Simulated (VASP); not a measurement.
Here is a VASP 6.6.1 calculation.

The input INCAR:

```
SYSTEM = TiB2N3
PREC = Accurate
ENCUT = 600
EDIFF = 1E-7
ISMEAR = 0
SIGMA = 0.1
LREAL = .False.
LASPH = .True.
NELM = 100
ALGO = Normal
ISIF = 3
LWAVE = .False.
LCHARG = .False.
GGA = PE
IBRION = 2
NSW = 100
EDIFFG = -0.01
LUSENCCL = .False.
```

Contents of KPOINTS:

```
Automatic mesh
0
Gamma
  12 12 12
  0 0 0
```

The input POSCAR:

```
TiB2N3
1.0
    2.4434272735      1.4107133941      3.3394457110
   -2.4434272735      1.4107133941      3.3394457110
    0.0000000000     -2.8214267882      3.3394457110
Ti B N
1 2 3
Direct
    0.0000000000      0.0000000000      0.0000000000
    0.7966641239      0.7966641239      0.7966641239
    0.2033358761      0.2033358761      0.2033358761
    0.5000000000      0.0000000000      0.0000000000
    0.0000000000      0.5000000000      0.0000000000
    0.0000000000      0.0000000000      0.5000000000
```

Potentials or basis: VASP PAW PBE potentials, release 64 (Ti_sv, B, N).

The run is started by

```sh
$ cat potpaw_PBE.64/Ti_sv/POTCAR potpaw_PBE.64/B/POTCAR potpaw_PBE.64/N/POTCAR > POTCAR
$ mpirun -np 1 vasp_std > vasp.out
```

Q: What does it give for the relaxed cell?

A: a = 4.372 Å, b = 4.372 Å, c = 4.372 Å, α = 67.95°, β = 67.95°, γ = 67.95°.

Q: Estimate the band gap on the k mesh.

A: Zero (an odd number of electrons rules out a gap without spin polarisation).

Q: What does it give for the space group after relaxing (to 0.1 Å)?

A: R-3m (No. 166).

Final structure:
```xyz
6
Lattice="2.4434 1.4107 3.3402 -2.4434 1.4107 3.3402 0.0000 -2.8215 3.3402" Properties=species:S:1:pos:R:3 pbc="T T T"
Ti    0.0000    0.0000    0.0000
B     0.0000    0.0000    7.9827
B     0.0000    0.0000    2.0378
N     1.2217    0.7054    1.6701
N    -1.2217    0.7054    1.6701
N     0.0000   -1.4107    1.6701
```

Caveat: an odd number of electrons without spin polarisation forces a metal; a magnetic or distorted state may lie lower.
